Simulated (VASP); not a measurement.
Set up this calculation in VASP 6.6.1, as the native input.

| Item | Value |
| --- | --- |
| Task | electric field gradients |
| Functional | PBE |
| Potentials or basis | VASP PAW PBE potentials, release 64 (Zr_sv, B) |
| Cutoff | 520 eV |
| k mesh | 12 × 12 × 9 |
| Occupations | fermi-dirac, width 0.05 eV |
| Spin | no spin polarisation |
| Dipole correction | no |
| Further INCAR settings | ALGO = Normal; EDIFF = 1e-08; NBANDS = 16 |

The structure of ZrB2 lies in POSCAR:

```
ZrB2
1.0
    3.2270744050      0.0000000000      0.0000000000
   -1.6135372026      2.7947284147      0.0000000000
    0.0000000000      0.0000000000      3.5890371349
Zr B
1 2
Direct
    0.0000000000      0.0000000000      0.0000000000
    0.3333333333      0.6666666667      0.5000000000
    0.6666666667      0.3333333333      0.5000000000
```

The input as run:

INCAR

```
SYSTEM = ZrB2
PREC = Accurate
ENCUT = 520
EDIFF = 1E-8
ISMEAR = -1
SIGMA = 0.05
LREAL = .False.
LASPH = .True.
NELM = 80
ALGO = Normal
ISIF = 2
LWAVE = .False.
LCHARG = .False.
GGA = PE
LEFG = .True.
NBANDS = 16
```

KPOINTS

```
regular mesh
0
Gamma
  12 12 9
  0 0 0
```

Potentials or basis: VASP PAW PBE potentials, release 64 (Zr_sv, B).

Launch:

```console
$ cat potpaw_PBE.64/Zr_sv/POTCAR potpaw_PBE.64/B/POTCAR > POTCAR
$ mpirun -np 1 vasp_std > vasp.out
```

Results of the run:

* Pressure: -10.4 GPa
* Band gap on the k mesh: zero (bands 9 and 10 overlap by 1.21 eV)
* Largest electric field gradient by atom: Zr +40.2; B +1.6 V/Å²

Caveat: the cell stands under tension; without QUAD_EFG the Cq values of the log hold for a quadrupole moment of 1 mb, not for the nuclei.

Run time: 62 s on 1 thread of Intel Xeon 8259CL, with other jobs on the host, peak memory 0.18 GiB.
